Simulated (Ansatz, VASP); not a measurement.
**PbS: VASP beside Ansatz**

File INCAR:

```
PREC = Accurate ; ENCUT = 520
EDIFF = 1E-6 ; ISMEAR = -1
SIGMA = 0.02 ; LREAL = False
LASPH = True ; NELM = 150
ALGO = Normal ; ISIF = 2
LWAVE = False ; LCHARG = False
MAGMOM = 0 0 0 0 0 0 ; LORBIT = 11
LSORBIT = True ; GGA_COMPAT = False
LORBMOM = True ; GGA = PE
NBANDS = 32
```

The input KPOINTS:

```
regular mesh
0
Gamma
  8 8 8
```

The input POSCAR:

```
PbS
1.0
    3.6351319672      0.0000000000      0.0000000000
    0.0000000000      3.6351319672      0.0000000000
    0.0000000000      0.0000000000      3.6351319672
Pb S
1 1
Direct
    0.0000000000      0.0000000000      0.0000000000
    0.5000000000      0.5000000000      0.5000000000
```

Input for Ansatz:

```yaml
crystal:
  lattice:
    - [3.6351319672, 0.0, 0.0]
    - [0.0, 3.6351319672, 0.0]
    - [0.0, 0.0, 3.6351319672]
  atoms:
    - { symbol: Pb, position: [0.0, 0.0, 0.0] }
    - { symbol: S, position: [0.5, 0.5, 0.5] }
kpoints:
  mp_grid: { grid: [8, 8, 8] }
  band_path:
    path:
      - [0.0, 0.0, 0.0]
      - [0.0, 0.5, 0.0]
      - [0.5, 0.5, 0.0]
      - [0.5, 0.5, 0.5]
      - [0.125, 0.125, 0.25]
    npoints: 1
hamiltonian:
  xc: pbe
scf:
  occupations: { method: fermi_dirac, width: 0.02 }
  n_extra_bands: 8
magnetization:
  noncollinear: true
  spin_orbit: true
output:
  forces: true
  stress: true
  eigenvalues: true
```

Alike in both runs: task single point; functional PBE; k mesh 8 × 8 × 8; occupations fermi-dirac, width 0.02 eV; non-collinear spin, spin-orbit coupling.

|  | VASP | Ansatz |
| --- | --- | --- |
| version | VASP 6.6.1 | Ansatz 0.2.0 |
| potentials or method | VASP PAW PBE potentials, release 64 (Pb_d, S) | plane waves, PAW |
| plane-wave cutoff (eV) | 520 | 420 |
| valence electrons in the cell | 20 | 20 |

```tsv
	VASP	Ansatz	Ansatz less VASP
pressure (GPa)	0.4	0.4	+0.04
net moment per atom (μB)	0.00	0.00	0.000
```
